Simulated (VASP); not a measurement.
Crystal: Hf.

```
Hf
1.0
     3.19670    0.00000    0.00000
    -1.59835    2.76842    0.00000
     0.00000    0.00000    5.05780
Hf
2
Direct
  0.33333 0.66667 0.25000
  0.66667 0.33333 0.75000
```

| Item | Value |
| --- | --- |
| Program | VASP 6.6.1 |
| Task | relaxation of volume and atoms at fixed shape |
| Functional | PBEsol |
| Potentials or basis | VASP PAW PBE potentials, release 64 (Hf_pv) |
| Cutoff | 600 eV |
| k mesh | 9 × 9 × 5 |
| Occupations | fermi-dirac, width 0.05 eV |
| Spin | no spin polarisation |

At the start: pressure -4.3 GPa; volume 22.38 Å³/atom.

**Question.** Where does the relaxation end?

**Answer.** Over 3 steps the energy falls by 11.9 meV/atom and the volume is 21.52 Å³/atom (-3.8 %); space group P6_3/mmc (No. 194, to 0.05 Å).

Step by step:
| step | energy change (eV) | largest force (eV/Å) | pressure (GPa) | volume (Å³) |
| --- | --- | --- | --- | --- |
| 1 | 0.0000 | 0.0000 | -4.28 | 44.76 |
| 2 | 0.0136 | 0.0000 | 6.13 | 40.99 |
| 3 | -0.0239 | 0.0000 | -0.05 | 43.05 |

Final structure:
```
Hf
1.0
     3.15533    0.00000    0.00000
    -1.57766    2.73259    0.00000
     0.00000    0.00000    4.99234
Hf
2
Direct
  0.33333 0.66667 0.25000
  0.66667 0.33333 0.75000
```

Caveat: the PAW data sets were made with another functional, which shifts forces and pressure a little.
